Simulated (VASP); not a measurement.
Here is a VASP 6.6.1 calculation.

INCAR

```
SYSTEM = HfH2
  PREC = Accurate
  ENCUT = 520
  EDIFF = 1E-6
  ISMEAR = 0
  SIGMA = 0.1
  LREAL = .False.
  LASPH = .True.
  NELM = 60
  ALGO = Normal
  ISIF = 2
  LWAVE = .False.
  LCHARG = .True.
  GGA = PS
  LELF = .True.
  LVHAR = .True.
  NBANDS = 13
```

Contents of KPOINTS:

```
Automatic mesh
0
Gamma
  16 16 16
  0 0 0
```

Contents of POSCAR:

```
HfH2
1.0
   -1.7202456421      1.7202456421      2.0837775798
    1.7202456421     -1.7202456421      2.0837775798
    1.7202456421      1.7202456421     -2.0837775798
Hf H
1 2
Direct
    0.0000000000      0.0000000000      0.0000000000
    0.7500000000      0.2500000000      0.5000000000
    0.2500000000      0.7500000000      0.5000000000
```

Potentials or basis: VASP PAW PBE potentials, release 64 (Hf_pv, H).

Launch:

```console
$ cat potpaw_PBE.64/Hf_pv/POTCAR potpaw_PBE.64/H/POTCAR > POTCAR
$ mpirun -np 1 vasp_std > vasp.out
```

Q: Predict the pressure.

A: 4.3 GPa.

Q: Predict the band gap on the k mesh.

A: Zero (band 6 reaches 6.39 eV, above the bottom of band 7 at 5.17 eV).

Caveat: the PAW data sets were made with another functional, which shifts forces and pressure a little; spin-orbit coupling is left out, which moves the levels of the heavy elements.
